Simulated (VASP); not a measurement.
Write the native input for VASP 6.6.1 that does the following.

- Task: single point
- Functional: PBE
- Potentials or basis: VASP PAW PBE potentials, release 64 (Zn, O)
- Cutoff: 520 eV
- k mesh: 1 × 1 × 1
- Occupations: gaussian, width 0.01 eV
- Spin: no spin polarisation
- Dipole correction: no
- Further INCAR settings: LREAL = Auto; ALGO = Normal; EDIFF = 1e-06; NBANDS = 366

The structure of ZnO lies in POSCAR:

```
ZnO
1.0
    9.8381723382     -0.0000000001      0.0000000000
   -4.9190861692     -8.5201071717      0.0000000000
    0.0000000000      0.0000000000    -10.5864663484
Zn O
36 36
Direct
    0.1111111111      0.5555555556      0.2496977942
    0.1111111111      0.5555555556      0.7496977942
    0.4444444444      0.5555555556      0.2496977942
    0.4444444444      0.5555555556      0.7496977942
    0.1111111111      0.2222222222      0.2496977942
    0.1111111111      0.2222222222      0.7496977942
    0.7777777778      0.5555555556      0.2496977942
    0.7777777778      0.5555555556      0.7496977942
    0.4444444444      0.2222222222      0.2496977942
    0.4444444444      0.2222222222      0.7496977942
    0.1111111111      0.8888888889      0.2496977942
    0.1111111111      0.8888888889      0.7496977942
    0.7777777778      0.2222222222      0.2496977942
    0.7777777778      0.2222222222      0.7496977942
    0.4444444444      0.8888888889      0.2496977942
    0.4444444444      0.8888888889      0.7496977942
    0.7777777778      0.8888888889      0.2496977942
    0.7777777778      0.8888888889      0.7496977942
    0.8888888889      0.4444444444      0.4996977942
    0.8888888889      0.4444444444      0.9996977942
    0.2222222222      0.4444444444      0.4996977942
    0.2222222222      0.4444444444      0.9996977942
    0.8888888889      0.1111111111      0.4996977942
    0.8888888889      0.1111111111      0.9996977942
    0.5555555556      0.4444444444      0.4996977942
    0.5555555556      0.4444444444      0.9996977942
    0.2222222222      0.1111111111      0.4996977942
    0.2222222222      0.1111111111      0.9996977942
    0.8888888889      0.7777777778      0.4996977942
    0.8888888889      0.7777777778      0.9996977942
    0.5555555556      0.1111111111      0.4996977942
    0.5555555556      0.1111111111      0.9996977942
    0.2222222222      0.7777777778      0.4996977942
    0.2222222222      0.7777777778      0.9996977942
    0.5555555556      0.7777777778      0.4996977942
    0.5555555556      0.7777777778      0.9996977942
    0.1111111111      0.5555555556      0.0601472058
    0.1111111111      0.5555555556      0.5601472058
    0.4444444444      0.5555555556      0.0601472058
    0.4444444444      0.5555555556      0.5601472058
    0.1111111111      0.2222222222      0.0601472058
    0.1111111111      0.2222222222      0.5601472058
    0.7777777778      0.5555555556      0.0601472058
    0.7777777778      0.5555555556      0.5601472058
    0.4444444444      0.2222222222      0.0601472058
    0.4444444444      0.2222222222      0.5601472058
    0.1111111111      0.8888888889      0.0601472058
    0.1111111111      0.8888888889      0.5601472058
    0.7777777778      0.2222222222      0.0601472058
    0.7777777778      0.2222222222      0.5601472058
    0.4444444444      0.8888888889      0.0601472058
    0.4444444444      0.8888888889      0.5601472058
    0.7777777778      0.8888888889      0.0601472058
    0.7777777778      0.8888888889      0.5601472058
    0.8888888889      0.4444444444      0.3101472058
    0.8888888889      0.4444444444      0.8101472058
    0.2222222222      0.4444444444      0.3101472058
    0.2222222222      0.4444444444      0.8101472058
    0.8888888889      0.1111111111      0.3101472058
    0.8888888889      0.1111111111      0.8101472058
    0.5555555556      0.4444444444      0.3101472058
    0.5555555556      0.4444444444      0.8101472058
    0.2222222222      0.1111111111      0.3101472058
    0.2222222222      0.1111111111      0.8101472058
    0.8888888889      0.7777777778      0.3101472058
    0.8888888889      0.7777777778      0.8101472058
    0.5555555556      0.1111111111      0.3101472058
    0.5555555556      0.1111111111      0.8101472058
    0.2222222222      0.7777777778      0.3101472058
    0.2222222222      0.7777777778      0.8101472058
    0.5555555556      0.7777777778      0.3101472058
    0.5555555556      0.7777777778      0.8101472058
```

These files were run (other wordings do the same):

INCAR

```
SYSTEM = ZnO
PREC     = Accurate       ! precision mode
ENCUT    = 520            ! plane-wave cutoff, eV
EDIFF    = 1E-6           ! SCF threshold, eV
ISMEAR   = 0              ! smearing method
SIGMA    = 0.01           ! smearing width, eV
LREAL    = Auto         
LASPH    = .True.         ! aspherical terms in the spheres
NELM     = 60             ! most SCF steps
ALGO     = Normal         ! electronic algorithm
ISIF     = 2              ! what is computed and relaxed
LWAVE    = .False.        ! write WAVECAR
LCHARG   = .False.        ! write CHGCAR
GGA      = PE             ! functional
NBANDS   = 366            ! bands
```

KPOINTS

```
regular mesh
0
Gamma
  1 1 1
  0 0 0
```

Potentials or basis: VASP PAW PBE potentials, release 64 (Zn, O).

Launch:

```console
$ cat potpaw_PBE.64/Zn/POTCAR potpaw_PBE.64/O/POTCAR > POTCAR
$ mpirun -np 1 vasp_gam > vasp.out
```

It gave:

```yaml
Pressure: 1.1 GPa
Largest_force: 0.018 eV/Å
Band_gap_on_the_k_mesh: 0.70 eV
```

Caveat: the k points lie up to 0.74 Å⁻¹ apart; an odd mesh through Γ misses points on the zone boundary, where band edges can lie.

Run time: 8.4 min on 1 thread of Intel(R) Xeon(R) 6975P-C (Granite Rapids), with other jobs on the host, peak memory 0.97 GiB.
